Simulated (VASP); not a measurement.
A run of VASP 6.6.1:

Contents of INCAR:

```
SYSTEM = Bi
PREC     = Accurate       ! precision mode
ENCUT    = 520            ! plane-wave cutoff, eV
EDIFF    = 1E-6           ! SCF threshold, eV
ISMEAR   = 0              ! smearing method
SIGMA    = 0.15           ! smearing width, eV
LREAL    = .FALSE.        ! projectors in reciprocal space
LASPH    = .TRUE.         ! aspherical terms in the spheres
NELM     = 60             ! most SCF steps
ALGO     = Fast           ! electronic algorithm
ISIF     = 2              ! what is computed and relaxed
LWAVE    = .FALSE.        ! write WAVECAR
LCHARG   = .FALSE.        ! write CHGCAR
GGA      = PE             ! functional
IVDW     = 12             ! dispersion correction
NBANDS   = 14             ! bands
```

Contents of KPOINTS:

```
Automatic mesh
0
G
  18 18 18
  0 0 0
```

The input POSCAR:

```
Bi
1.0
   -1.9913376845      1.9715233791      1.9814305318
    1.9913376845     -1.9715233791      1.9814305318
    1.9913376845      1.9715233791     -1.9814305318
Bi
1
Direct
    0.0000000000      0.0000000000      0.0000000000
```

Potentials or basis: VASP PAW PBE potentials, release 64 (Bi_d).

Run with:

```sh
$ cat potpaw_PBE.64/Bi_d/POTCAR > POTCAR
$ mpirun -np 1 vasp_std > vasp.out
```

Hardware: 1 thread of Intel(R) Xeon(R) 6975P-C (Granite Rapids), with other jobs on the host.

Problem. Estimate the wall time of this run.

Solution. It took 2.6 min on 1 thread of Intel(R) Xeon(R) 6975P-C (Granite Rapids) (shared host), peak memory 0.44 GiB. Counts: scf iterations 12, k points 865.
